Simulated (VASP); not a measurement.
# AlCu3N4 in VASP: further runs, part 2 of 2

VASP 6.6.1. The steps go on from the part before.

### Step 5. Single point, PBE

This run uses another cell than the first one, of 8.90 Å³/atom, 1.013 times its volume.

INCAR

```
ALGO     = Normal         # electronic algorithm
EDIFF    = 1E-6           # SCF threshold, eV
ENCUT    = 520            # plane-wave cutoff, eV
GGA      = PE             # functional
ISIF     = 2              # what is computed and relaxed
ISMEAR   = 0              # smearing method
LASPH    = True           # aspherical terms in the spheres
LCHARG   = False          # write CHGCAR
LREAL    = False          # projectors in reciprocal space
LWAVE    = False          # write WAVECAR
NBANDS   = 38             # bands
NELM     = 60             # most SCF steps
PREC     = Accurate       # precision mode
SIGMA    = 0.1            # smearing width, eV
```

KPOINTS

```
k-points
0
Gamma
  8 8 8
```

POSCAR

```
AlCu3N4
1.0
    4.1452767932      0.0000000000      0.0000000000
    0.0000000000      4.1452767932      0.0000000000
    0.0000000000      0.0000000000      4.1454972274
Al Cu N
1 3 4
Direct
    0.5000000000      0.5000000000      0.0000000000
    0.5000000000      0.0000000000      0.5000000000
    0.0000000000      0.5000000000      0.5000000000
    0.0000000000      0.0000000000      0.0000000000
    0.5000000000      0.5000000000      0.5000000000
    0.5000000000      0.0000000000      0.0000000000
    0.0000000000      0.5000000000      0.0000000000
    0.0000000000      0.0000000000      0.5000000000
```

Potentials or basis: VASP PAW PBE potentials, release 64 (Al, Cu, N).

Started as:

```bash
cat potpaw_PBE.64/Al/POTCAR potpaw_PBE.64/Cu/POTCAR potpaw_PBE.64/N/POTCAR > POTCAR
mpirun -np 1 vasp_std > vasp.out
```

OUTCAR:

```text
EDIFF = 1E-6
   ENCUT = 520
   GGA = PE
   ISIF = 2
   ISMEAR = 0
   LASPH = True
   LREAL = False
   NELM = 60
   PREC = Accurate

 ion  position               nearest neighbor table
   1  0.500  0.500  0.000-   6 2.07   7 2.07   6 2.07   7 2.07   5 2.07   5 2.07   4 2.93   4 2.93
                             4 2.93   4 2.93   3 2.93   2 2.93   2 2.93   3 2.93   3 2.93   2 2.93
   2  0.500  0.000  0.500-   5 2.07   8 2.07   5 2.07   8 2.07   6 2.07   6 2.07   1 2.93   1 2.93
                             1 2.93   1 2.93
   3  0.000  0.500  0.500-   5 2.07   8 2.07   8 2.07   5 2.07   7 2.07   7 2.07   1 2.93   1 2.93
                             1 2.93   1 2.93
   4  0.000  0.000  0.000-   6 2.07   7 2.07   7 2.07   6 2.07   8 2.07   8 2.07   1 2.93   1 2.93
                             1 2.93   1 2.93
   5  0.500  0.500  0.500-   2 2.07   3 2.07   2 2.07   3 2.07   1 2.07   1 2.07
   6  0.500  0.000  0.000-   1 2.07   4 2.07   1 2.07   4 2.07   2 2.07   2 2.07
   7  0.000  0.500  0.000-   1 2.07   4 2.07   4 2.07   1 2.07   3 2.07   3 2.07
   8  0.000  0.000  0.500-   2 2.07   3 2.07   3 2.07   2 2.07   4 2.07   4 2.07

  LATTYP: Found a simple tetragonal cell.
 ALAT       =     4.1452767932
 C/A-ratio  =     1.0000531772

[... 202 lines left out ...]
      1      -8.9044      2.00000
      2      -6.0664      2.00000
      3      -5.8273      2.00000
      4      -5.8270      2.00000
      5       1.5736      2.00000
      6       1.5737      2.00000
[... 973 lines left out ...]
     37      18.2223      0.00000
     38      18.7437      0.00000

 [... further k-points ...]

------------------------ aborting loop because EDIFF is reached ----------------------------------------

  FORCE on cell =-STRESS in cart. coord.  units (eV):
  Direction    XX          YY          ZZ          XY          YZ          ZX
  --------------------------------------------------------------------------------------
  -------------------------------------------------------------------------------------
  Total        0.1052700      0.1052700      0.1007200      0.0000000      0.0000000      0.0000000
  in kB        2.3677265      2.3677265      2.2653882      0.0000000      0.0000000      0.0000000
  external PRESSURE =       2.3336137 kB  Pullay stress =       0.0000000 kB

 VOLUME and BASIS-vectors are now :
 -----------------------------------------------------------------------------
  energy-cutoff  :      520.00
  volume of cell :       71.23
      direct lattice vectors                 reciprocal lattice vectors
     4.145276793  0.000000000  0.000000000     0.241238414  0.000000000  0.000000000
     0.000000000  4.145276793  0.000000000     0.000000000  0.241238414  0.000000000
     0.000000000  0.000000000  4.145497227     0.000000000  0.000000000  0.241225586

 POSITION                                       TOTAL-FORCE (eV/Angst)
 -----------------------------------------------------------------------------------
      2.07264      2.07264      0.00000         0.000000      0.000000      0.000000
      2.07264      0.00000      2.07275         0.000000      0.000000      0.000000
      0.00000      2.07264      2.07275         0.000000      0.000000      0.000000
      0.00000      0.00000      0.00000         0.000000      0.000000      0.000000
      2.07264      2.07264      2.07275         0.000000      0.000000      0.000000
      2.07264      0.00000      0.00000         0.000000      0.000000      0.000000
      0.00000      2.07264      0.00000         0.000000      0.000000      0.000000
      0.00000      0.00000      2.07275         0.000000      0.000000      0.000000
 -----------------------------------------------------------------------------------
    total drift:                                0.000000      0.000000     -0.000000

  FREE ENERGIE OF THE ION-ELECTRON SYSTEM (eV)
  ---------------------------------------------------
  free  energy   TOTEN  =       -44.7085982377 eV

  energy  without entropy=      -44.6875010195  energy(sigma->0) =      -44.69804963
```

OSZICAR:

```text
N       E                     dE             d eps       ncg     rms          rms(c)
DAV:   1     0.552890785681E+03    0.55289E+03   -0.25322E+04  5992   0.219E+03
DAV:   2     0.362538746860E+02   -0.51664E+03   -0.48907E+03  5796   0.466E+02
DAV:   3    -0.547873143649E+02   -0.91041E+02   -0.85916E+02  7480   0.200E+02
DAV:   4    -0.617085337029E+02   -0.69212E+01   -0.68232E+01  9204   0.585E+01
DAV:   5    -0.617840148325E+02   -0.75481E-01   -0.75399E-01  8842   0.826E+00    0.302E+01
DAV:   6    -0.603769858742E+02    0.14070E+01   -0.15047E+02  8820   0.250E+02    0.250E+01
DAV:   7    -0.443371541600E+02    0.16040E+02   -0.42735E+01  7222   0.156E+02    0.572E+00
DAV:   8    -0.447446854508E+02   -0.40753E+00   -0.76122E+00  8732   0.220E+01    0.260E+00
DAV:   9    -0.447139252035E+02    0.30760E-01   -0.26153E-01  8862   0.478E+00    0.580E-01
DAV:  10    -0.447081303215E+02    0.57949E-02   -0.37288E-02  8510   0.172E+00    0.210E-01
DAV:  11    -0.447086196767E+02   -0.48936E-03   -0.58342E-03  8506   0.961E-01    0.177E-01
DAV:  12    -0.447087027237E+02   -0.83047E-04   -0.17041E-03  8620   0.124E+00    0.143E-01
DAV:  13    -0.447086531394E+02    0.49584E-04   -0.12831E-03  9598   0.103E+00    0.627E-02
DAV:  14    -0.447085974580E+02    0.55681E-04   -0.23430E-04  9722   0.282E-01    0.182E-02
DAV:  15    -0.447085989789E+02   -0.15209E-05   -0.73027E-05  8554   0.638E-02    0.107E-02
DAV:  16    -0.447085982377E+02    0.74119E-06   -0.49968E-06  7072   0.274E-02
   1 F= -.44708598E+02 E0= -.44698050E+02  d E =-.210972E-01
```

It took 2.6 min on 1 thread of Intel Xeon Platinum 8259CL at 2.50GHz (Skylake/Cascade Lake), shared host; peak memory 0.29 GiB.

What came out:

| Quantity | Value |
| --- | --- |
| Free energy | -44.7086 eV |
| Pressure | 0.2 GPa |
| Band gap on the k mesh | zero (band 28 reaches 9.81 eV, above the bottom of band 29 at 6.74 eV) |

Levels at points of the mesh, in eV from the Fermi level:
```tsv
k point	band 25	band 26	band 27	band 28	band 29	band 30	band 31	band 32
(0.00, 0.00, 0.00)	-2.34	-2.09	-2.09	-1.61	-0.39	-0.39	-0.39	3.98
(0.50, 0.00, 0.00)	-1.02	-1.02	-0.84	-0.84	-0.68	-0.49	-0.26	6.80
(0.50, 0.50, 0.00)	-1.39	-1.32	-1.32	-1.11	1.85	1.85	1.92	8.55
(0.00, 0.00, 0.50)	-1.02	-1.02	-0.84	-0.84	-0.68	-0.49	-0.26	6.80
(0.50, 0.00, 0.50)	-1.39	-1.32	-1.32	-1.11	1.85	1.85	1.92	8.55
(0.50, 0.50, 0.50)	-0.76	1.93	1.93	1.93	2.13	2.13	2.13	6.46
```

With open d or f shells a metallic result of PBE can be an artefact of self-interaction; +U or a hybrid may open a gap.

### Step 6. Overview

```tsv
spin	cell	k mesh	smearing	gap on the mesh (eV)	pressure (GPa)
collinear, ferromagnetic start	a = 4.094, b = 4.094, c = 4.197 Å, 8 atoms	3 × 3 × 2	gaussian 0.15 eV	none	0.2
off	a = 4.145 Å, 8 atoms	6 × 6 × 6	gaussian 0.2 eV	none	0.7
off	a = 4.145 Å, 8 atoms	8 × 8 × 8	gaussian 0.1 eV	none	0.2
```

Alike in all rows: task single point; level PBE; potentials or basis VASP PAW PBE potentials, release 64 (Al, Cu, N); cutoff (eV) 520.

Caveats: some runs use coarse meshes.

Absolute energies hang on the potentials; compare differences alone.
